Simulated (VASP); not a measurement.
Crystal: Ba3SbP.

```xyz
5
Lattice="6.1132 0.0000 0.0000 0.0000 6.1132 0.0000 0.0000 0.0000 6.1132" Properties=species:S:1:pos:R:3 pbc="T T T"
Ba    0.0000    3.0566    3.0566
Ba    3.0566    0.0000    3.0566
Ba    3.0566    3.0566    0.0000
Sb    0.0000    0.0000    0.0000
P     3.0566    3.0566    3.0566
```

Base run:

```yaml
Program: VASP 6.6.1
Functional: r2SCAN
Potentials_or_basis: VASP PAW PBE potentials, release 64 (Ba_sv, Sb, P)
Cutoff: 550 eV
k_mesh: 3 × 3 × 3
Occupations: gaussian, width 0.01 eV
Spin: no spin polarisation
```

Its results: band gap on the k mesh 0.75 eV; pressure -0.1 GPa.

The run is repeated on the same cell with these changes: functional from r2SCAN to LDA; potentials or basis from VASP PAW PBE potentials, release 64 (Ba_sv, Sb, P) to VASP PAW LDA potentials, release 64 (Ba_sv, Sb, P); cutoff from 550 eV to 500 eV. What comes out?

Band gap on the k mesh 0.12 eV; pressure -1.9 GPa.

Caveats: semilocal functionals underestimate gaps, and a narrow one can read as zero; spin-orbit coupling is left out, which moves the levels of the heavy elements; the PAW data sets were made with another functional, which shifts forces and pressure a little (at least some runs); an odd mesh through Γ misses points on the zone boundary, where band edges can lie (at least some runs).
